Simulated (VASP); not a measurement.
A run of VASP 6.6.1:

Contents of INCAR:

```
  ALGO = Normal
  EDIFF = 1E-6
  ENCUT = 520
  GGA = PE
  ISIF = 2
  ISMEAR = 0
  LASPH = True
  LCHARG = False
  LREAL = False
  LWAVE = False
  NBANDS = 26
  NELM = 60
  PREC = Accurate
  SIGMA = 0.05
```

The input KPOINTS:

```
k-points
0
Gamma
  9 9 4
```

The input POSCAR:

```
ZnS
1.0
    3.8455587354      0.0000000000      0.0000000000
   -1.9227793677      3.3303515566      0.0000000000
    0.0000000000      0.0000000000      6.3037246812
Zn S
2 2
Direct
    0.3189686275      0.7059117727      0.0052003729
    0.6810313725      0.2940882273      0.5052003729
    0.3449414478      0.6349527081      0.3797996271
    0.6550585522      0.3650472919      0.8797996271
```

Potentials or basis: VASP PAW PBE potentials, release 64 (Zn, S).

Run with:

```console
$ cat potpaw_PBE.64/Zn/POTCAR potpaw_PBE.64/S/POTCAR > POTCAR
$ mpirun -np 1 vasp_std > vasp.out
```

Hardware: 1 thread of Intel(R) Xeon(R) Platinum 8488C (Sapphire Rapids), with other jobs on the host.

Task: How long does it take, and how much memory?

Result: Run time: 3.7 min on 1 thread of Intel(R) Xeon(R) Platinum 8488C (Sapphire Rapids), on a shared host, peak memory 0.34 GiB. Counts: scf iterations 14, k points 123.
